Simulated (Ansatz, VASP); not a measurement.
Ge in VASP and in Ansatz

Contents of INCAR:

```
  PREC = Accurate
  ENCUT = 520
  EDIFF = 1E-6
  ISMEAR = -1
  SIGMA = 0.1
  LREAL = F
  LASPH = T
  NELM = 80
  ALGO = Normal
  ISIF = 2
  LWAVE = F
  LCHARG = F
  GGA = RP
  NBANDS = 36
```

KPOINTS

```
regular mesh
0
Gamma
  13 13 4
```

Contents of POSCAR:

```
Ge
1.0
    2.9167686057      0.0000000000      0.0000000000
   -1.4583843029      2.5259957095      0.0000000000
    0.0000000000      0.0000000000      9.5641209165
Ge
4
Direct
    0.0000000000      1.0000000000      1.0000000000
    0.0000000000      1.0000000000      0.5000000000
    0.3333333333      0.6666666667      0.2500000000
    0.6666666667      0.3333333333      0.7500000000
```

Input for Ansatz:

```yaml
crystal:
  lattice:
    - [2.9167686057, 0.0, 0.0]
    - [-1.4583843029, 2.5259957095, 0.0]
    - [0.0, 0.0, 9.5641209165]
  atoms:
    - { symbol: Ge, position: [0.0, 1.0, 1.0] }
    - { symbol: Ge, position: [0.0, 1.0, 0.5] }
    - { symbol: Ge, position: [0.3333333333, 0.6666666667, 0.25] }
    - { symbol: Ge, position: [0.6666666667, 0.3333333333, 0.75] }
hamiltonian:
  xc: rpbe
  pseudopotentials:
    kind: paw
    azcp:
      Ge: "pseudopotentials/Ge.paw.azcp"
basis:
  ecutwfc: 420
  fft_grid_basis: typed
kpoints:
  mp_grid: { grid: [13, 13, 4], shift: [0, 0, 0] }
magnetization:
  spin_polarized: false
scf:
  occupations: { method: fermi_dirac, width: 0.1 }
  lower_state_search: "off"
output:
  stress: true
```

Alike in both runs: task single point; functional RPBE; k mesh 13 × 13 × 4; occupations fermi-dirac, width 0.1 eV; no spin polarisation.

```csv
,VASP,Ansatz
version,VASP 6.6.1,Ansatz 0.2.0
potentials or method,"VASP PAW PBE potentials, release 64 (Ge_d), cutoff 520 eV","plane waves (420 eV) with PAW, scalar-relativistic"
valence electrons in the cell,56,56
```

|  | VASP | Ansatz | Ansatz less VASP |
| --- | --- | --- | --- |
| pressure (GPa) | 9.8 | 9.8 | -0.04 |
| traceless stress, the component that is largest in VASP (GPa) | 1.08 | 1.08 | +0.006 |

VASP's potentials were made for PBE, not for RPBE.
